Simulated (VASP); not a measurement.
Write the native input for VASP 6.6.1 that does the following.

- Task: G0W0 quasiparticle levels
- Functional: PBE
- Potentials or basis: VASP PAW PBE potentials, release 64 (Ga_d_GW, P_GW)
- Cutoff: 500 eV
- k mesh: 4 × 4 × 4
- Occupations: gaussian, width 0.01 eV
- Spin: no spin polarisation
- Dipole correction: no
- GW scheme: G0W0
- GW iterations: 1
- Cutoff of the response function: 150
- Frequency points: 96
- Empty bands: 168
- Further INCAR settings: ALGO = EVGW0; EDIFF = 1e-08; NBANDS = 177

GaP:

```
CELL_PARAMETERS angstrom
0.00000 2.72540 2.72540
2.72540 0.00000 2.72540
2.72540 2.72540 0.00000
ATOMIC_POSITIONS crystal
Ga 0.00000 0.00000 0.00000
P 0.25000 0.25000 0.25000
```

These files were run (other wordings do the same):

POSCAR

```
GaP
1.0
    0.0000000000      2.7253992874      2.7253992874
    2.7253992874      0.0000000000      2.7253992874
    2.7253992874      2.7253992874      0.0000000000
Ga P
1 1
Direct
    0.0000000000      0.0000000000      0.0000000000
    0.2500000000      0.2500000000      0.2500000000
```

INCAR.step1

```
ALGO = Normal ; EDIFF = 1E-8
ENCUT = 500 ; GGA = PE
ISMEAR = 0 ; LASPH = True
LCHARG = False ; LREAL = False
LWAVE = True ; NELM = 60
PREC = Accurate ; SIGMA = 0.01
```

INCAR.step2

```
ALGO = Exact ; EDIFF = 1E-8
ENCUT = 500 ; GGA = PE
ISMEAR = 0 ; ISTART = 1
LASPH = True ; LCHARG = False
LOPTICS = True ; LREAL = False
LWAVE = True ; NBANDS = 177
NELM = 1 ; PREC = Accurate
SIGMA = 0.01
```

INCAR.step3

```
ALGO = EVGW0 ; EDIFF = 1E-8
ENCUT = 500 ; ENCUTGW = 150.0
GGA = PE ; ISMEAR = 0
ISTART = 1 ; LASPH = True
LCHARG = False ; LREAL = False
LWAVE = False ; NBANDS = 177
NBANDSGW = 17 ; NELMGW = 1
NOMEGA = 96 ; OMEGAMAX = 20
PREC = Accurate ; PRECFOCK = Fast
SIGMA = 0.01
```

KPOINTS

```
k-points
0
Gamma
  4 4 4
```

Potentials or basis: VASP PAW PBE potentials, release 64 (Ga_d_GW, P_GW).

Launch:

```bash
$ cat potpaw_PBE.64/Ga_d_GW/POTCAR potpaw_PBE.64/P_GW/POTCAR > POTCAR
$ cp INCAR.step1 INCAR
$ mpirun -np 1 vasp_std > vasp.out
$ cp INCAR.step2 INCAR
$ mpirun -np 1 vasp_std > vasp.out
$ cp INCAR.step3 INCAR
$ mpirun -np 1 vasp_std > vasp.out
```

Results of the run:

```json
{
 "Quasiparticle gap": "2.12 eV",
 "Least direct quasiparticle gap": "2.71 eV",
 "Band gap of the starting levels on the mesh": "1.63 eV",
 "Least direct gap of the starting levels on the mesh": "1.81 eV"
}
```

Caveat: the k points lie up to 0.50 Å⁻¹ apart; bands, screening cutoff and mesh are small and nothing is extrapolated, so the quasiparticle values aren't converged.

Wall time 99 s on 1 thread of Intel(R) Xeon(R) 6975P-C (Granite Rapids), on a shared host, peak memory 0.45 GiB.
